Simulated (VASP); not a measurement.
Input of a VASP 6.6.1 run:

File INCAR:

```
SYSTEM = In
  PREC = Accurate
  ENCUT = 520
  EDIFF = 1E-6
  ISMEAR = 0
  SIGMA = 0.1
  LREAL = .FALSE.
  LASPH = .TRUE.
  NELM = 60
  ALGO = Fast
  ISIF = 2
  LWAVE = .FALSE.
  LCHARG = .FALSE.
  GGA = PE
  NBANDS = 48
```

Contents of KPOINTS:

```
regular mesh
0
G
  4 4 4
  0 0 0
```

File POSCAR:

```
In
1.0
    6.0048835598      0.1093666266     -0.9551730808
   -1.8714168957      4.3255586142      0.2720567852
   -0.6299276381     -3.3032766773      6.4102153744
In
6
Direct
    0.1611466648      0.3987002300      0.9019416369
    1.1636098257      1.0674887460      0.2356798158
    0.6617603876      0.5664342476      0.7353823161
    0.6637332695      0.9012335653      0.4026849798
    0.1626584389      0.7334429681      0.5693767179
    0.6623953976      0.2333359242      0.0688609016
```

Potentials or basis: VASP PAW PBE potentials, release 64 (In_d).

The run is started by

```sh
$ cat potpaw_PBE.64/In_d/POTCAR > POTCAR
$ mpirun -np 1 vasp_std > vasp.out
```

Estimate the band gap on the k mesh.

zero (bands 39 and 40 overlap by 2.96 eV).

What does it give for the largest force?

0.011 eV/Å.

What does it give for the pressure?

0.1 GPa.

Forces on the atoms (eV/Å):
```
In   0.005  0.007  0.006
In  -0.003 -0.006  0.000
In   0.001 -0.001  0.003
In  -0.005 -0.004 -0.007
In   0.001  0.003 -0.006
In   0.000  0.002  0.003
```

Caveat: the k points lie up to 0.37 Å⁻¹ apart, too coarse for converged energies and pressures of a metal; spin-orbit coupling is left out, which moves the levels of the heavy elements.
